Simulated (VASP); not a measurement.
Set up this calculation in VASP 6.6.1, as the native input.

```
Task                   : relaxation of cell and atoms
Functional             : r2SCAN
Potentials or basis    : VASP PAW PBE potentials, release 64 (Ti_sv)
Cutoff                 : 600 eV
k mesh                 : 18 × 18 × 18
Occupations            : gaussian, width 0.1 eV
Spin                   : no spin polarisation
Target pressure        : -1 GPa
Dipole correction      : no
Further INCAR settings : ALGO = Normal; EDIFF = 1e-06; IBRION = 2; EDIFFG = -0.008; NSW = 70; ISIF = 3
```

The system is Ti.

```
Ti
1.0
    -1.63114    1.63114    1.63114
     1.63114   -1.63114    1.63114
     1.63114    1.63114   -1.63114
Ti
1
Cartesian
  0.0000 0.0000 0.0000
```

These files were run (other wordings do the same):

POSCAR

```
Ti
1.0
   -1.6311437213      1.6311437213      1.6311437213
    1.6311437213     -1.6311437213      1.6311437213
    1.6311437213      1.6311437213     -1.6311437213
Ti
1
Direct
    0.0000000000      0.0000000000      0.0000000000
```

INCAR.step1

```
PREC     = Accurate       # precision mode
ENCUT    = 600            # plane-wave cutoff, eV
ISMEAR   = 0              # smearing method
SIGMA    = 0.1            # smearing width, eV
LREAL    = False          # projectors in reciprocal space
LASPH    = True           # aspherical terms in the spheres
NELM     = 100            # most SCF steps
GGA      = PE             # functional
ALGO     = Normal         # electronic algorithm
EDIFF    = 1E-4           # SCF threshold, eV
LWAVE    = True           # write WAVECAR
LCHARG   = False          # write CHGCAR
```

INCAR.step2

```
PREC     = Accurate       # precision mode
ENCUT    = 600            # plane-wave cutoff, eV
EDIFF    = 1E-6           # SCF threshold, eV
ISMEAR   = 0              # smearing method
SIGMA    = 0.1            # smearing width, eV
LREAL    = False          # projectors in reciprocal space
LASPH    = True           # aspherical terms in the spheres
NELM     = 100            # most SCF steps
ALGO     = Normal         # electronic algorithm
ISIF     = 3              # what is computed and relaxed
LWAVE    = False          # write WAVECAR
LCHARG   = False          # write CHGCAR
METAGGA  = R2SCAN         # meta-GGA
LMIXTAU  = True         
IBRION   = 2              # ionic algorithm
NSW      = 70             # ionic steps
EDIFFG   = -0.008         # ionic threshold
PSTRESS  = -10.0        
ISTART   = 1
```

KPOINTS

```
regular mesh
0
Gamma
  18 18 18
```

Potentials or basis: VASP PAW PBE potentials, release 64 (Ti_sv).

Run with:

```bash
$ cat potpaw_PBE.64/Ti_sv/POTCAR > POTCAR
$ cp INCAR.step1 INCAR
$ mpirun -np 1 vasp_std > vasp.out
$ cp INCAR.step2 INCAR
$ mpirun -np 1 vasp_std > vasp.out
```

It gave:

The relaxed volume is 17.41 Å³/atom, the relaxed cell is a = 2.828 Å, b = 2.828 Å, c = 2.828 Å, α = 109.47°, β = 109.47°, γ = 109.47° and the space group after relaxing (to 0.05 Å) is Im-3m (No. 229). The energy change on relaxing (the enthalpy is what falls) is +0.3 meV/atom, the ionic steps are 4 and the pressure after relaxing is -1.0 GPa. The band gap on the k mesh is zero (band 6 reaches 9.23 eV, above the bottom of band 7 at 7.40 eV).

Caveat: the cell is relaxed towards a set pressure, so the enthalpy falls and the energy may rise; the PAW data sets were made with another functional, which shifts forces and pressure a little.

Wall time 7.1 min on 1 thread of AMD EPYC 9R45 (Zen 5), on a shared host, peak memory 0.14 GiB.
